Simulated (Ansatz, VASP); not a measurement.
Two plane-wave programs on Ta2Al5

```
CELL_PARAMETERS angstrom
4.74497 -1.91491 0.08235
4.74497 1.91491 0.08235
-0.83296 0.00000 6.25563
ATOMIC_POSITIONS crystal
Ta 0.43391 0.43391 0.28198
Ta 0.56609 0.56609 0.71802
Al 0.85376 0.85376 0.57573
Al 0.71786 0.71786 0.14397
Al 0.14624 0.14624 0.42427
Al 0.28214 0.28214 0.85603
Al 0.00000 0.00000 0.00000
```

Alike in both runs: functional PBE; k mesh 5 × 5 × 3; occupations gaussian, width 0.2 eV; no spin polarisation.

Ansatz relaxed the structure, and its values are those at the end. VASP's run is a single point on that final structure, the one shown.

```csv
,VASP,Ansatz
version,VASP 6.6.1,Ansatz 0.2.0
potentials or method,"VASP PAW PBE potentials, release 64 (Ta_pv, Al), cutoff 520 eV","scalar-relativistic, plane waves, PAW"
valence electrons in the cell,37,41
```

|  | VASP | Ansatz | Ansatz less VASP |
| --- | --- | --- | --- |
| gap on the k mesh at the Fermi level (eV) | none | none | - |
| pressure (GPa) | -0.2 | -0.2 | -0.01 |
| rms of the force components (eV/Å) | 0.032 | 0.033 | +0.0006 |

A gap of «none» marks a metal or a gap that the smearing closes. With one functional, cell and mesh, what is left measures potentials, basis and numerics. VASP's potentials hold 37 valence electrons a cell and Ansatz's 41, so a difference there can come from the potentials and not from the codes.

Neither program's run includes spin-orbit coupling.
